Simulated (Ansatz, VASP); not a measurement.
## One calculation of Hf, two programs

The input INCAR:

```
SYSTEM = Hf
PREC     = Accurate       ! precision mode
ENCUT    = 520            ! plane-wave cutoff, eV
EDIFF    = 1E-8           ! SCF threshold, eV
ISMEAR   = -1             ! smearing method
SIGMA    = 0.08           ! smearing width, eV
LREAL    = .FALSE.        ! projectors in reciprocal space
LASPH    = .TRUE.         ! aspherical terms in the spheres
NELM     = 80             ! most SCF steps
ALGO     = Normal         ! electronic algorithm
ISIF     = 2              ! what is computed and relaxed
LWAVE    = .FALSE.        ! write WAVECAR
LCHARG   = .FALSE.        ! write CHGCAR
GGA      = PE             ! functional
LEFG     = .TRUE.       
NBANDS   = 11             ! bands
```

Contents of KPOINTS:

```
Automatic mesh
0
G
  16 16 16
  0 0 0
```

POSCAR

```
Hf
1.0
   -1.8345954240      1.8345954240      1.8345954240
    1.8345954240     -1.8345954240      1.8345954240
    1.8345954240      1.8345954240     -1.8345954240
Hf
1
Direct
    0.0000000000      0.0000000000      0.0000000000
```

Input for Ansatz:

```yaml
crystal:
  lattice:
    - [-1.834595424, 1.834595424, 1.834595424]
    - [1.834595424, -1.834595424, 1.834595424]
    - [1.834595424, 1.834595424, -1.834595424]
  atoms:
    - { symbol: Hf, position: [0.0, 0.0, 0.0] }
kpoints:
  mp_grid: { grid: [16, 16, 16] }
scf:
  occupations: { method: fermi_dirac, width: 0.08 }
hamiltonian:
  xc: pbe
  pseudopotentials: { kind: paw }
output:
  forces: true
  stress: true
  eigenvalues: true
  efg: { contact_densities: true }
```

Change from the starting cell: volume scaled by 1.05, PAW files.

Alike in both runs: task electric field gradients; functional PBE; k mesh 16 × 16 × 16; occupations fermi-dirac, width 0.08 eV; no spin polarisation.

```csv
,VASP,Ansatz
version,VASP 6.6.1,Ansatz 0.2.0
potentials or method,"VASP PAW PBE potentials, release 64 (Hf_pv)","PAW with Ansatz's default frozen-core files, scalar-relativistic"
plane-wave cutoff (eV),520,420
valence electrons in the cell,10,26
```

Ansatz gave:

| Quantity | Value |
| --- | --- |
| pressure (GPa) | -8.5 |

Problem. What did VASP give for the same quantities?

Solution. Pressure (GPa): -8.9.

With one functional, cell and mesh, what is left measures potentials, basis and numerics. VASP's potentials hold 10 valence electrons a cell and Ansatz's 26, so a difference there can come from the potentials and not from the codes.

Spin-orbit coupling is off throughout.
